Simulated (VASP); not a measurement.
A run of VASP 6.6.1 is set up as follows.

INCAR

```
  PREC = Accurate
  ENCUT = 520
  EDIFF = 1E-6
  ISMEAR = 0
  SIGMA = 0.01
  LREAL = False
  LASPH = True
  NELM = 60
  ALGO = Normal
  ISIF = 2
  LWAVE = False
  LCHARG = True
  GGA = PE
  LELF = True
  LVHAR = True
  NBANDS = 26
```

Contents of KPOINTS:

```
Automatic mesh
0
Gamma
  9 9 4
```

Contents of POSCAR:

```
GaN
1.0
    3.1859209876      0.0000000000      0.0000000000
   -1.5929604938      2.7590885097      0.0000000000
    0.0000000000      0.0000000000      5.1898752374
Ga N
2 2
Direct
    0.3333333333      0.6666666667     -0.0008671765
    0.6666666667      0.3333333333      0.4991328235
    0.3333333333      0.6666666667      0.3758671765
    0.6666666667      0.3333333333      0.8758671765
```

Potentials or basis: VASP PAW PBE potentials, release 64 (Ga_d, N).

Command:

```bash
$ cat potpaw_PBE.64/Ga_d/POTCAR potpaw_PBE.64/N/POTCAR > POTCAR
$ mpirun -np 1 vasp_std > vasp.out
```

Task: Predict the pressure.

Result: 5.7 GPa.

Task: What does it give for the band gap on the k mesh?

Result: 1.92 eV, direct.

Task: What does it give for the largest force?

Result: 0.005 eV/Å.

Forces on the atoms (eV/Å):
```
Ga   0.000  0.000  0.005
Ga   0.000  0.000  0.005
N    0.000  0.000 -0.005
N    0.000  0.000 -0.005
```
